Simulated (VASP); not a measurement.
## Si3WC2: relaxation of cell and atoms with PBE

The system is Si3WC2.

```
CELL_PARAMETERS angstrom
2.91757 -4.44906 0.00000
2.91757 4.44906 0.00000
0.00000 0.00000 2.90414
ATOMIC_POSITIONS crystal
Si 0.00000 0.00000 0.00000
Si 0.50000 0.00000 0.50000
Si 0.00000 0.50000 0.50000
W 0.50000 0.50000 0.00000
C 0.21563 0.78437 0.00000
C 0.78437 0.21563 0.00000
```

The cell was generated, and may not be a known phase.

* Program: VASP 6.6.1
* Task: relaxation of cell and atoms
* Functional: PBE
* Potentials or basis: VASP PAW PBE potentials, release 64 (Si, W_sv, C)
* Cutoff: 600 eV
* k mesh: 4 × 4 × 6
* Occupations: gaussian, width 0.1 eV
* Spin: no spin polarisation
* Dipole correction: no
* Further INCAR settings: ALGO = Normal; EDIFF = 1e-06; IBRION = 2; EDIFFG = -0.04; NSW = 90; ISIF = 3

```json
{
 "Relaxed volume": "11.24 Å³/atom",
 "Relaxed cell": "a = 5.134 Å, b = 5.134 Å, c = 2.798 Å, α = 90.00°, β = 90.00°, γ = 113.88°",
 "Space group after relaxing (to 0.1 Å)": "Cmmm (No. 65)",
 "Energy gained by relaxing": "157.7 meV/atom",
 "Ionic steps": "10",
 "Pressure after relaxing": "0.2 GPa",
 "Largest force after relaxing": "0.029 eV/Å",
 "Band gap on the k mesh": "zero (bands 17 and 18 overlap by 2.45 eV)"
}
```

Forces in eV/Å, atoms in the order of the input:
```
Si   0.000  0.000  0.000
Si   0.000  0.000  0.000
Si   0.000  0.000  0.000
W    0.000  0.000  0.000
C    0.000 -0.029  0.000
C    0.000  0.029  0.000
```

Stress tensor (GPa, compression positive):
```
-0.01  0.00  0.00
 0.00  0.41  0.00
 0.00  0.00  0.30
```

The path:
```tsv
step	energy change (eV)	largest force (eV/Å)	pressure (GPa)	volume (Å³)
1	0.0000	1.7286	-17.57	75.39
2	-0.4008	1.4015	22.05	61.33
3	-0.6700	1.7379	3.03	66.23
4	-0.8799	0.6562	2.87	66.23
5	-0.9204	0.1381	3.78	66.22
6	-0.9240	0.1295	-4.07	68.88
7	-0.9438	0.1420	-0.48	67.59
8	-0.9455	0.0683	0.09	67.45
9	-0.9455	0.0681	0.10	67.45
10	-0.9465	0.0287	0.23	67.45
```

Final structure:
```cif
data_structure
_symmetry_space_group_name_H-M 'P 1'
_symmetry_Int_Tables_number 1
_cell_length_a 5.1344
_cell_length_b 5.1344
_cell_length_c 2.7983
_cell_angle_alpha 90.000
_cell_angle_beta 90.000
_cell_angle_gamma 113.882
_cell_volume 67.45
loop_
_atom_site_label
_atom_site_type_symbol
_atom_site_fract_x
_atom_site_fract_y
_atom_site_fract_z
_atom_site_occupancy
Si1 Si 0.00000 0.00000 0.00000 1
Si2 Si 0.50000 0.00000 0.50000 1
Si3 Si 0.00000 0.50000 0.50000 1
W1 W 0.50000 0.50000 0.00000 1
C1 C 0.24126 0.75874 0.00000 1
C2 C 0.75874 0.24126 0.00000 1
```

Levels at points of the mesh, in eV from the Fermi level:
| k point | band 14 | band 15 | band 16 | band 17 | band 18 | band 19 | band 20 | band 21 |
| --- | --- | --- | --- | --- | --- | --- | --- | --- |
| (0.00, 0.00, 0.00) | -2.61 | -1.74 | -0.37 | 0.21 | 1.85 | 2.21 | 3.26 | 4.43 |
| (0.50, 0.00, 0.00) | -2.13 | -1.99 | -0.46 | 0.69 | 1.62 | 2.47 | 3.00 | 3.34 |
| (0.50, 0.50, 0.00) | -2.89 | -1.63 | -1.34 | 0.18 | 1.22 | 1.63 | 2.52 | 4.54 |
| (0.00, 0.00, 0.50) | -3.89 | -2.99 | -1.94 | -1.70 | -0.16 | 1.10 | 1.63 | 1.74 |
| (0.50, 0.00, 0.50) | -2.40 | -2.30 | -2.14 | -0.61 | -0.53 | 0.76 | 0.87 | 1.15 |
| (0.50, 0.50, 0.50) | -2.10 | -1.86 | -1.62 | -0.71 | -0.16 | 1.39 | 1.92 | 2.31 |

It took 2.6 min on 1 thread of Intel(R) Xeon(R) 6975P-C (Granite Rapids) (shared host), peak memory 0.25 GiB.

Caveat: the k points lie up to 0.37 Å⁻¹ apart in the final cell, too coarse for converged energies and pressures of a metal; spin-orbit coupling is left out, which moves the levels of the heavy elements.
